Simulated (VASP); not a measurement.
Write the native input for VASP 6.6.1 that does the following.

```yaml
Task: single point
Functional: PBE
Potentials_or_basis: VASP PAW PBE potentials, release 64 (Ga_d, P, In_d)
Cutoff: 520 eV
k_mesh: 6 × 6 × 6
Occupations: fermi-dirac, width 0.02 eV
Spin: no spin polarisation
Dipole_correction: no
Further_INCAR_settings: ALGO = Normal; EDIFF = 1e-06; NBANDS = 46
```

The structure of In3GaP4 lies in POSCAR:

```
In3GaP4
1.0
   -2.8968491875      2.8968491875      5.7840335682
    2.8968491875     -2.8968491875      5.7840335682
    2.8968491875      2.8968491875     -5.7840335682
Ga P In
1 4 3
Direct
    0.0000000000      0.0000000000      0.0000000000
    0.3558855513      0.3558855513      0.4726534091
    0.1167678578      0.6441144487      0.0000000000
    0.8832321422      0.8832321422      0.5273465909
    0.6441144487      0.1167678578      0.0000000000
    0.7500000000      0.2500000000      0.5000000000
    0.5000000000      0.5000000000      0.0000000000
    0.2500000000      0.7500000000      0.5000000000
```

The input as run:

INCAR

```
PREC = Accurate
ENCUT = 520
EDIFF = 1E-6
ISMEAR = -1
SIGMA = 0.02
LREAL = F
LASPH = T
NELM = 100
ALGO = Normal
ISIF = 2
LWAVE = F
LCHARG = F
GGA = PE
NBANDS = 46
```

KPOINTS

```
regular mesh
0
Gamma
  6 6 6
```

Potentials or basis: VASP PAW PBE potentials, release 64 (Ga_d, P, In_d).

Command:

```sh
$ cat potpaw_PBE.64/Ga_d/POTCAR potpaw_PBE.64/P/POTCAR potpaw_PBE.64/In_d/POTCAR > POTCAR
$ mpirun -np 1 vasp_std > vasp.out
```

It gave:

The pressure is 1.8 GPa and the largest force is 0.025 eV/Å. The band gap on the k mesh is 0.80 eV.

Caveat: semilocal functionals underestimate gaps, and a narrow one can read as zero; spin-orbit coupling is left out, which moves the levels of the heavy elements.

Wall time 5 min on 1 thread of Intel(R) Xeon(R) Platinum 8559C (Emerald Rapids), on a shared host, peak memory 0.52 GiB.
